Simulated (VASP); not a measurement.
SbW7S16 (a cell with a defect) (Tungstenite), 24 atoms in the cell. The cell holds a defect, 24 atoms: a = 6.360 Å, b = 6.360 Å, c = 12.500 Å, α = 90.00°, β = 90.00°, γ = 120.00°. 

| Property | Result |
| --- | --- |
| Program | VASP 6.6.1 |
| Task | electric field gradients |
| Functional | PBE |
| Potentials or basis | VASP PAW PBE potentials, release 64 (Sb, W_sv, S) |
| Cutoff | 520 eV |
| k mesh | 4 × 4 × 2 |
| Occupations | fermi-dirac, width 0.01 eV |
| Spin | no spin polarisation |
| Dipole correction | no |
| Charge | -1 |
| Further INCAR settings | LREAL = Auto; ALGO = Normal; EDIFF = 1e-08; NBANDS = 118; NELECT = 200.0 |

Potentials or basis: VASP PAW PBE potentials, release 64 (Sb, W_sv, S).

Run with:

```console
$ cat potpaw_PBE.64/Sb/POTCAR potpaw_PBE.64/W_sv/POTCAR potpaw_PBE.64/S/POTCAR > POTCAR
$ mpirun -np 1 vasp_std > vasp.out
```

Hardware: 1 thread of Intel(R) Xeon(R) Platinum 8375C CPU @ 2.90GHz (Ice Lake), on a shared host.

Task: Estimate the wall time of this run.

Result: It took 10 min on 1 thread of Intel(R) Xeon(R) Platinum 8375C CPU @ 2.90GHz (Ice Lake) (shared host), peak memory 0.64 GiB. Counts: scf iterations 21, k points 8.
